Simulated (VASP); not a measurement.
**C: relaxation of cell and atoms with PBE**

The system is C.

```
C
1.0
     3.39524    1.96024    0.79103
    -3.39524    1.96024    0.79103
     0.00000   -3.92049    0.79103
C
6
Direct
  0.80621 0.18515 0.80621
  0.19379 0.19379 0.81485
  0.18515 0.80621 0.80621
  0.81485 0.19379 0.19379
  0.80621 0.80621 0.18515
  0.19379 0.81485 0.19379
```

The cell was built from a structure type or drawn by symmetry, and may not be a known phase.

```yaml
Program: VASP 6.6.1
Task: relaxation of cell and atoms
Functional: PBE
Potentials_or_basis: VASP PAW PBE potentials, release 64 (C)
Cutoff: 600 eV
k_mesh: 6 × 6 × 6
Occupations: gaussian, width 0.1 eV
Spin: no spin polarisation
Dipole_correction: no
Further_INCAR_settings: ALGO = Normal; EDIFF = 1e-06; IBRION = 2; EDIFFG = -0.04; NSW = 90; ISIF = 3
```

| Property | Result |
| --- | --- |
| Relaxed volume | 6.08 Å³/atom |
| Relaxed cell | a = 4.162 Å, b = 4.162 Å, c = 4.162 Å, α = 115.99°, β = 115.99°, γ = 115.99° |
| Space group after relaxing (to 0.1 Å) | R-3m (No. 166) |
| Energy gained by relaxing | 193.8 meV/atom |
| Ionic steps | 11 |
| Pressure after relaxing | -0.1 GPa |
| Largest force after relaxing | 0.034 eV/Å |
| Band gap on the k mesh | zero (bands 12 and 13 overlap by 0.15 eV) |

Forces on the atoms (eV/Å):
```
C   -0.027  0.016  0.013
C    0.000  0.032 -0.013
C    0.027  0.016  0.013
C   -0.027 -0.016 -0.013
C    0.000 -0.032  0.013
C    0.027 -0.016 -0.013
```

Stress tensor (GPa, compression positive):
```
-0.33  0.00  0.00
 0.00 -0.33  0.00
 0.00  0.00  0.48
```

Step by step:
```
step  energy change (eV)  largest force (eV/Å)  pressure (GPa)  volume (Å³)
   1              0.0000                2.8013           53.12        31.59
   2              0.0013                4.6665          -11.43        40.26
   3             -1.0243                1.4999           13.90        35.28
   4             -0.5407                2.7140          -29.93        39.51
   5             -1.1476                0.2101           -2.68        36.49
   6             -1.1480                0.1516           -2.00        36.43
   7             -1.1595                0.0934            0.97        36.34
   8             -1.1614                0.1008            0.12        36.36
   9             -1.1624                0.0940            0.81        36.37
  10             -1.1624                0.0772            0.71        36.37
  11             -1.1629                0.0344           -0.06        36.46
```

Final structure:
```yaml
crystal:
  lattice:
    - [3.52974, 2.03790, 0.84477]
    - [-3.52974, 2.03790, 0.84477]
    - [0.00000, -4.07579, 0.84477]
  atoms:
    - { symbol: C, position: [0.83619, 0.21107, 0.83619] }
    - { symbol: C, position: [0.16381, 0.16381, 0.78893] }
    - { symbol: C, position: [0.21107, 0.83619, 0.83619] }
    - { symbol: C, position: [0.78893, 0.16381, 0.16381] }
    - { symbol: C, position: [0.83619, 0.83619, 0.21107] }
    - { symbol: C, position: [0.16381, 0.78893, 0.16381] }
```

Levels at points of the mesh, in eV from the Fermi level:
```
           k point  band 8  band 9  band 10  band 11  band 12  band 13  band 14  band 15  band 16
(0.00, 0.00, 0.00)   -3.98   -3.98    -1.56    -1.56     0.07     0.87     3.73     3.73     7.58
(0.50, 0.00, 0.00)   -8.42   -6.71    -6.23    -6.03    -3.66     2.41     3.10     4.94     7.62
(0.50, 0.50, 0.00)   -6.23   -4.36    -4.32    -2.98    -1.22     2.59     4.93     5.39     5.77
(0.50, 0.50, 0.50)   -7.14   -5.43    -5.06    -5.06    -3.77    -0.07     5.72     5.72     7.99
```

It took 54 s on 1 thread of Intel(R) Xeon(R) 6975P-C (Granite Rapids), on a shared host, peak memory 0.17 GiB.

Caveat: the k points lie up to 0.45 Å⁻¹ apart in the final cell; the volume moved by over 15 % at a fixed basis, so the end points are rough.
